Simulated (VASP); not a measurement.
# AlN (P6_3mc) in VASP: further runs

Aim: see how the results for AlN move with the level of theory and the settings. Levels: revPBE, BLYP, HF. Tasks: relaxation of cell and atoms, single point.

Everything below comes from runs of VASP 6.6.1. Logs are shortened: lines on timing, memory, paths and dates and some standing lists are left out, and cuts for length are marked.

## (1) The cell of the first run

The structure is hexagonal, space group P6_3mc (No. 186). The conventional cell has a = 3.113 Å, b = 3.113 Å, c = 4.981 Å, α = 90.00°, β = 90.00°, γ = 120.00°. Within 2.5 Å of Al (site symmetry 3m) lie 4 N at 1.89 Å. Within 2.5 Å of N (site symmetry 3m) lie 4 Al at 1.89 Å.

## (2) Relaxation of cell and atoms, revPBE

The input, INCAR:

```
  PREC = Accurate
  ENCUT = 600
  EDIFF = 1E-6
  ISMEAR = -1
  SIGMA = 0.05
  LREAL = F
  LASPH = T
  NELM = 100
  ALGO = Normal
  ISIF = 3
  LWAVE = F
  LCHARG = F
  GGA = RE
  IBRION = 2
  NSW = 60
  EDIFFG = -0.01
```

The input, KPOINTS:

```
Automatic mesh
0
Gamma
  10 10 6
```

The input, POSCAR:

```
AlN
1.0
    3.1130000000      0.0000000000      0.0000000000
   -1.5565000000      2.6959370820      0.0000000000
    0.0000000000      0.0000000000      4.9810000000
Al N
2 2
Direct
    0.6666666667      0.3333333333      0.5000000000
    0.3333333333      0.6666666667      0.0000000000
    0.6666666667      0.3333333333      0.8800000000
    0.3333333333      0.6666666667      0.3800000000
```

Potentials or basis: VASP PAW PBE potentials, release 64 (Al, N).

Started as:

```sh
cat potpaw_PBE.64/Al/POTCAR potpaw_PBE.64/N/POTCAR > POTCAR
mpirun -np 1 vasp_std > vasp.out
```

OUTCAR:

```text
PREC = Accurate
   ENCUT = 600
   EDIFF = 1E-6
   ISMEAR = -1
   LREAL = F
   LASPH = T
   NELM = 100
   ISIF = 3
   GGA = RE
   IBRION = 2
   NSW = 60
   EDIFFG = -0.01

 ion  position               nearest neighbor table
   1  0.667  0.333  0.500-   3 1.89   4 1.89   4 1.89   4 1.89   2 3.07   2 3.07   2 3.07   2 3.07
                             2 3.07   2 3.07
   2  0.333  0.667  0.000-   4 1.89   3 1.89   3 1.89   3 1.89   1 3.07   1 3.07   1 3.07   1 3.07
                             1 3.07   1 3.07
   3  0.667  0.333  0.880-   1 1.89   2 1.89   2 1.89   2 1.89
   4  0.333  0.667  0.380-   2 1.89   1 1.89   1 1.89   1 1.89

  LATTYP: Found a hexagonal cell.
 ALAT       =     3.1130000000
 C/A-ratio  =     1.6000642467

  Lattice vectors:

 A1 = (   3.1130000000,   0.0000000000,   0.0000000000)
 A2 = (  -1.5565000000,   2.6959370820,   0.0000000000)
 A3 = (   0.0000000000,   0.0000000000,   4.9810000000)

Analysis of symmetry for initial positions (statically):
=====================================================================
 Subroutine PRICEL returns:
 Original cell was already a primitive cell.

 Routine SETGRP: Setting up the symmetry group for a
 hexagonal supercell.

 Subroutine GETGRP returns: Found 12 space group operations
 (whereof  6 operations were pure point group operations)
 out of a pool of 24 trial point group operations.

The static configuration has the point symmetry C_3v.
 The point group associated with its full space group is C_6v.

Analysis of symmetry for dynamics (positions and initial velocities):
=====================================================================
 Subroutine PRICEL returns:
 Original cell was already a primitive cell.

 Routine SETGRP: Setting up the symmetry group for a
 hexagonal supercell.

 Subroutine GETGRP returns: Found 12 space group operations
 (whereof  6 operations were pure point group operations)
 out of a pool of 24 trial point group operations.

The dynamic configuration has the point symmetry C_3v.
 The point group associated with its full space group is C_6v.

 Subroutine INISYM returns: Found 12 space group operations
 (whereof  6 operations are pure point group operations),
 and found     1 'primitive' translations

----------------------------------------------------------------------------------------

                                     Primitive cell

  volume of cell :      41.8028

  direct lattice vectors                    reciprocal lattice vectors
     3.113000000  0.000000000  0.000000000     0.321233537  0.185464269  0.000000000
    -1.556500000  2.695937082  0.000000000     0.000000000  0.370928538  0.000000000
     0.000000000  0.000000000  4.981000000     0.000000000  0.000000000  0.200762899

  length of vectors
     3.113000000  3.113000000  4.981000000     0.370928538  0.370928538  0.200762899

  position of ions in fractional coordinates (direct lattice)
     0.666666667  0.333333333  0.500000000
     0.333333333  0.666666667  0.000000000
     0.666666667  0.333333333  0.880000000
     0.333333333  0.666666667  0.380000000

  ion indices of the primitive-cell ions
   primitive index   ion index
                 1           1
                 2           2
                 3           3
                 4           4

----------------------------------------------------------------------------------------

 KPOINTS: Automatic mesh

Automatic generation of k-mesh.
 Grid dimensions read from file:
 generate k-points for:   10   10    6

 Generating k-lattice:

  Cartesian coordinates                     Fractional coordinates (reciprocal lattice)
     0.032123354  0.018546427  0.000000000     0.100000000  0.000000000  0.000000000
     0.000000000  0.037092854  0.000000000     0.000000000  0.100000000  0.000000000
     0.000000000  0.000000000  0.033460483     0.000000000  0.000000000  0.166666667

  Length of vectors
     0.037092854  0.037092854  0.033460483

  Shift w.r.t. Gamma in fractional coordinates (k-lattice)
     0.000000000  0.000000000  0.000000000

 Subroutine IBZKPT returns following result:
 ===========================================

 Found     56 irreducible k-points:

 Following reciprocal coordinates:
            Coordinates               Weight
  0.000000  0.000000  0.000000      1.000000
  0.100000 -0.000000  0.000000      6.000000
  0.200000 -0.000000  0.000000      6.000000
  0.300000 -0.000000  0.000000      6.000000
  0.400000  0.000000  0.000000      6.000000
  0.500000 -0.000000  0.000000      3.000000
[... 16 lines left out ...]
  0.300000  0.100000  0.166667     24.000000
  0.400000  0.100000  0.166667     24.000000
 [... further k-points ...]
   k-points           NKPTS =     56   k-points in BZ     NKDIM =     56   number of bands    NBANDS=     12
   number of dos      NEDOS =    301   number of ions     NIONS =      4
   total plane-waves  NPLWV =  31360
   dimension x,y,z NGX =    28 NGY =   28 NGZ =   40
   dimension x,y,z NGXF=    56 NGYF=   56 NGZF=   80
   ions per type =               2   2
   NGX,Y,Z   is equivalent  to a cutoff of  14.95, 14.95, 13.35 a.u.
   NGXF,Y,Z  is equivalent  to a cutoff of  29.91, 29.91, 26.70 a.u.
 SYSTEM =  unknown system
   PREC   = accura    normal or accurate (medium, high low for compatibility)
   ISTART =      0    job   : 0-new  1-cont  2-samecut
   ICHARG =      2    charge: 1-file 2-atom 10-const
   ISPIN  =      1    spin polarized calculation?
   LNONCOLLINEAR =      F non collinear calculations
   LSORBIT =      F    spin-orbit coupling
   LASPH  =      T    aspherical Exc in radial PAW
   ENCUT  =  600.0 eV  44.10 Ry    6.64 a.u.   6.22  6.22  9.95*2*pi/ulx,y,z
   NELM   =    100;   NELMIN=  2; NELMDL= -5     # of ELM steps
   EDIFF  = 0.1E-05   stopping-criterion for ELM
   LREAL  =      F    real-space projection
   EDIFFG = -.1E-01   stopping-criterion for IOM
   NSW    =     60    number of steps for IOM
   IBRION =      2    ionic relax: 0-MD 1-quasi-New 2-CG
   NFREE  =      1    steps in history (QN), initial steepest desc. (CG)
   ISIF   =      3    stress and relaxation
   ISYM   =      2    0-nonsym 1-usesym 2-fastsym
   POTIM  = 0.5000    time-step for ionic-motion
   TEBEG  =    0.0;   TEEND  =   0.0 temperature during run
   PSTRESS=    0.0 pullay stress
   NELECT =      16.0000    total number of electrons
   NUPDOWN=      -1.0000    fix difference up-down
   EMIN   =  10.00;   EMAX   =-10.00  energy-range for DOS
   EFERMI =   0.00;   METHOD = LEGACY
   ISMEAR =    -1;   SIGMA  =   0.05  broadening in eV -4-tet -1-fermi 0-gaus
   EFERMI_NEDOS =   21; number of points for ismear=-14 and -15
   IALGO  =     38    algorithm
   IMIX   =      4    mixing-type and parameters
     AMIX     =   0.40;   BMIX     =  1.00
     AMIX_MAG =   1.60;   BMIX_MAG =  1.00
  volume/ion in A,a.u.               =      10.45        70.52
  Fermi-wavevector in a.u.,A,eV,Ry     =   1.188629  2.246183 19.222843  1.412839
  Thomas-Fermi vector in A             =   2.324754
   LORBIT       =      0    0 simple, 1 ext, 2 COOP (PROOUT), +10 PAW based schemes
   GGA     = RE    functional components
   LHFCALC =     F    Hartree Fock is set to
   AEXX    =    0.0000 exact exchange contribution
   IVDW    =     0    specifies the selected vdW correction
   LEPSILON=     F    determine dielectric tensor
   LRPA    =     F    only Hartree local field effects (RPA)
 conjugate gradient relaxation of ions
 non-spin polarized calculation
  energy-cutoff  :      600.00
  volume of cell :       41.80
 maximum number of plane-waves:      1412
 NGX is ok and might be reduce to    28
   NGX = 13   NGY = 13   NGZ = 19

--------------------------------------- Ionic step        1  -------------------------------------------

 number of electron      16.0000000 magnetization

 Free energy of the ion-electron system (eV)
  ---------------------------------------------------
  ext. energy  EPLUGINS =         0.00000000
  ---------------------------------------------------
  free energy    TOTEN  =       -28.55629321 eV

  energy without entropy =      -28.55629321  energy(sigma->0) =      -28.55629321

------------------------ aborting loop because EDIFF is reached ----------------------------------------

  FORCE on cell =-STRESS in cart. coord.  units (eV):
  Direction    XX          YY          ZZ          XY          YZ          ZX
  --------------------------------------------------------------------------------------
  -------------------------------------------------------------------------------------
  Total        1.3881832      1.3881832      1.7913799      0.0000000      0.0000000      0.0000000
  in kB       53.2049399     53.2049399     68.6582709      0.0000000      0.0000000      0.0000000
  external PRESSURE =      58.3560502 kB  Pullay stress =       0.0000000 kB
[... 61 lines left out ...]
  energy  without entropy=      -28.5622621405  energy(sigma->0) =      -28.56226214

--------------------------------------- Ionic step        3  -------------------------------------------

 number of electron      15.9999999 magnetization

 Free energy of the ion-electron system (eV)
  ---------------------------------------------------
  ext. energy  EPLUGINS =         0.00000000
  ---------------------------------------------------
  free energy    TOTEN  =       -28.57932968 eV

  energy without entropy =      -28.57932968  energy(sigma->0) =      -28.57932968

 E-fermi :   6.9070     XC(G=0): -10.6864

 val. band max:        5.9473299439   @ k =   0.0000   0.0000   0.0000
 cond. band min:       9.9358553866   @ k =   0.0000   0.0000   0.0000
 fundamental gap:      3.9885254428
 Fermi energy:         6.9069902800

 k-point     1 :       0.0000    0.0000    0.0000
  band No.  band energies     occupation
      1      -9.0864      2.00000
      2      -7.0588      2.00000
      3       0.1123      2.00000
      4       5.1158      2.00000
      5       5.1158      2.00000
      6       5.7513      2.00000
      7       5.7513      2.00000
      8       5.9473      2.00000
      9       9.9359      0.00000
     10      12.4452      0.00000
     11      16.3815      0.00000
     12      16.9756      0.00000
[... 331 lines left out ...]
 k-point    24 :       0.4000    0.1000    0.1667
  band No.  band energies     occupation
      1      -7.2011      2.00000
      2      -6.5784      2.00000
      3       0.6805      2.00000
      4       1.6488      2.00000
      5       2.9669      2.00000
      6       3.7217      2.00000
      7       4.5771      2.00000
      8       4.8919      2.00000
      9      11.4675      0.00000
     10      12.3613      0.00000
     11      14.6235      0.00000
     12      15.5774      0.00000

 [... further k-points ...]

------------------------ aborting loop because EDIFF is reached ----------------------------------------

  FORCE on cell =-STRESS in cart. coord.  units (eV):
  Direction    XX          YY          ZZ          XY          YZ          ZX
  --------------------------------------------------------------------------------------
  -------------------------------------------------------------------------------------
  Total        0.0144751      0.0144751     -0.0146325      0.0000000      0.0000000      0.0000000
  in kB        0.5388856      0.5388856     -0.5447467      0.0000000      0.0000000      0.0000000
  external PRESSURE =       0.1776749 kB  Pullay stress =       0.0000000 kB
[... 19 lines left out ...]
  FREE ENERGIE OF THE ION-ELECTRON SYSTEM (eV)
  ---------------------------------------------------
  free  energy   TOTEN  =       -28.5793296832 eV

  energy  without entropy=      -28.5793296832  energy(sigma->0) =      -28.57932968

 reached required accuracy - stopping structural energy minimisation
```

It took 28 s on 1 thread of Intel Xeon 6975P-C (Granite Rapids), shared host; peak memory 0.19 GiB.

Results:

```
Free energy                            : -28.5793 eV
Relaxed volume                         : 10.76 Å³/atom
Relaxed cell                           : a = 3.141 Å, b = 3.141 Å, c = 5.038 Å, α = 90.00°, β = 90.00°, γ = 120.00°
Space group after relaxing (to 0.05 Å) : P6_3mc (No. 186)
Energy gained by relaxing              : 5.8 meV/atom
Ionic steps                            : 3
Pressure after relaxing                : 0.0 GPa
Band gap on the k mesh                 : 3.99 eV, direct
```

The path:
```
step  energy change (eV)  largest force (eV/Å)  pressure (GPa)  volume (Å³)
   1              0.0000                0.1351            5.84        41.80
   2             -0.0060                0.0908           -4.55        44.15
   3             -0.0230                0.0008            0.02        43.04
```

Final structure:
```xyz
4
Lattice="3.1406 0.0000 0.0000 -1.5703 2.7199 0.0000 0.0000 0.0000 5.0381" Properties=species:S:1:pos:R:3 pbc="T T T"
Al    1.5703    0.9066    2.5155
Al    0.0000    1.8133    5.0345
N     1.5703    0.9066    4.4371
N     0.0000    1.8133    1.9180
```

Caveat: the PAW data sets were made with another functional, which shifts forces and pressure a little.

[end of part 1 of 2]
